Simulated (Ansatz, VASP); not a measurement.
Rb2BrCl: VASP beside Ansatz

File INCAR:

```
  ALGO = Normal
  EDIFF = 1E-6
  ENCUT = 520
  GGA = PE
  ISIF = 2
  ISMEAR = 0
  LASPH = T
  LCHARG = F
  LREAL = F
  LWAVE = F
  NBANDS = 24
  NELM = 60
  PREC = Accurate
  SIGMA = 0.01
```

KPOINTS

```
k-points
0
Gamma
  4 4 4
```

POSCAR

```
Rb2BrCl
1.0
    2.3904423025      1.3801225068      7.8205420482
   -2.3904423025      1.3801225068      7.8205420482
    0.0000000000     -2.7602450136      7.8205420482
Cl Br Rb
1 1 2
Direct
    1.0000000000      0.0000000000      0.0000000000
    0.5000000000      0.5000000000      0.5000000000
    0.2539867085      0.2539867085      0.2539867085
    0.7460132915      0.7460132915      0.7460132915
```

Input for Ansatz:

```yaml
crystal:
  lattice:
    - [2.3904423025, 1.3801225068, 7.8205420482]
    - [-2.3904423025, 1.3801225068, 7.8205420482]
    - [0.0, -2.7602450136, 7.8205420482]
  atoms:
    - { symbol: Cl, position: [1.0, 0.0, 0.0] }
    - { symbol: Br, position: [0.5, 0.5, 0.5] }
    - { symbol: Rb, position: [0.2539867085, 0.2539867085, 0.2539867085] }
    - { symbol: Rb, position: [0.7460132915, 0.7460132915, 0.7460132915] }
kpoints:
  mp_grid: { grid: [4, 4, 4] }
hamiltonian:
  xc: pbe
scf:
  occupations: { method: fixed }
output:
  optics:
    e_range: [0, 20]
    de: 0.05
    sigma: 0.05
    scissors: 0.3
    scheme: gaussian
    bands: { spectra_wanted_up_to: 20 }
  write_density: true
  write_potential: true
  elf: true
  volumetric_format: npy
```

Alike in both runs: task single point; functional PBE; k mesh 4 × 4 × 4; no spin polarisation.

|  | VASP | Ansatz |
| --- | --- | --- |
| version | VASP 6.6.1 | Ansatz 0.2.0 |
| potentials or method | VASP PAW PBE potentials, release 64 (Cl, Br, Rb_sv) | plane waves, PAW |
| plane-wave cutoff (eV) | 520 | 420 |
| occupations | gaussian, width 0.01 eV | fixed |
| valence electrons in the cell | 32 | 32 |

|  | VASP | Ansatz | Ansatz less VASP |
| --- | --- | --- | --- |
| gap on the k mesh at the Fermi level (eV) | 4.44 | 4.44 | +0.002 |
